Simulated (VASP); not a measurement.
A run of VASP 6.6.1 is set up as follows.

The input POSCAR:

```
ZrVSi
1.0
    3.5599981875      0.0000000000      0.0000000000
    0.0000000000      3.5599981875      0.0000000000
    0.0000000000      0.0000000000      7.0250836240
Zr V Si
2 2 2
Direct
    0.5000000000      0.0000000000      0.6396406005
    0.0000000000      0.5000000000      0.3603593995
    0.0000000000      0.0000000000      0.0000000000
    0.5000000000      0.5000000000      0.0000000000
    0.5000000000      0.0000000000      0.2465491064
    0.0000000000      0.5000000000      0.7534508936
```

The input INCAR.step1:

```
  PREC = Accurate
  ENCUT = 520
  ISMEAR = 0
  SIGMA = 0.1
  LREAL = False
  LASPH = True
  NELM = 100
  NBANDS = 38
  GGA = PE
  ALGO = Normal
  EDIFF = 1E-4
  LWAVE = True
  LCHARG = False
```

INCAR.step2

```
  PREC = Accurate
  ENCUT = 520
  EDIFF = 1E-6
  ISMEAR = 0
  SIGMA = 0.1
  LREAL = False
  LASPH = True
  NELM = 100
  ALGO = Normal
  ISIF = 2
  LWAVE = False
  LCHARG = False
  METAGGA = R2SCAN
  LMIXTAU = True
  NBANDS = 38
  ISTART = 1
```

Contents of KPOINTS:

```
regular mesh
0
Gamma
  10 10 6
```

Potentials or basis: VASP PAW PBE potentials, release 64 (Zr_sv, V_sv, Si).

Run with:

```console
$ cat potpaw_PBE.64/Zr_sv/POTCAR potpaw_PBE.64/V_sv/POTCAR potpaw_PBE.64/Si/POTCAR > POTCAR
$ cp INCAR.step1 INCAR
$ mpirun -np 1 vasp_std > vasp.out
$ cp INCAR.step2 INCAR
$ mpirun -np 1 vasp_std > vasp.out
```

Question: Predict the pressure.

Answer: 18.7 GPa.

Question: Predict the largest force.

Answer: 0.015 eV/Å.

Forces in eV/Å, atoms in the order of the input:
```
Zr   0.000  0.000 -0.011
Zr   0.000  0.000  0.011
V    0.000  0.000  0.000
V    0.000  0.000  0.000
Si   0.000  0.000  0.015
Si   0.000  0.000 -0.015
```

Caveat: the PAW data sets were made with another functional, which shifts forces and pressure a little.
